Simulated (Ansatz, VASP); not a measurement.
# Two plane-wave programs on Cu

```xyz
2
Lattice="2.5341 0.0000 0.0000 -1.2671 2.1946 0.0000 0.0000 0.0000 4.1126" Properties=species:S:1:pos:R:3 pbc="T T T"
Cu    0.0000    1.4631    1.0281
Cu    1.2671    0.7315    3.0844
```

Alike in both runs: task relaxation of cell and atoms; functional LDA; k mesh 15 × 15 × 8; no spin polarisation.

|  | VASP | Ansatz |
| --- | --- | --- |
| version | VASP 6.6.1 | Ansatz 0.2.0 |
| potentials or method | VASP PAW LDA potentials, release 64 (Cu), cutoff 600 eV | plane waves, PAW |
| occupations | methfessel-paxton of order 1, width 0.15 eV | cold, width 0.15 eV |
| valence electrons in the cell | 22 | 38 |

|  | VASP | Ansatz | Ansatz less VASP |
| --- | --- | --- | --- |
| relaxed volume (Å³/atom) | 10.94 | 10.89 | -0.043 |
| relaxed length of the cell vector where the two differ most in proportion (Å) | 4.108 | 4.099 | -0.0089 |

LDA's correlation is that of Perdew and Zunger in VASP and of Perdew and Wang (1992) in Ansatz. VASP's potentials hold 22 valence electrons a cell and Ansatz's 38, so a difference there can come from the potentials and not from the codes.
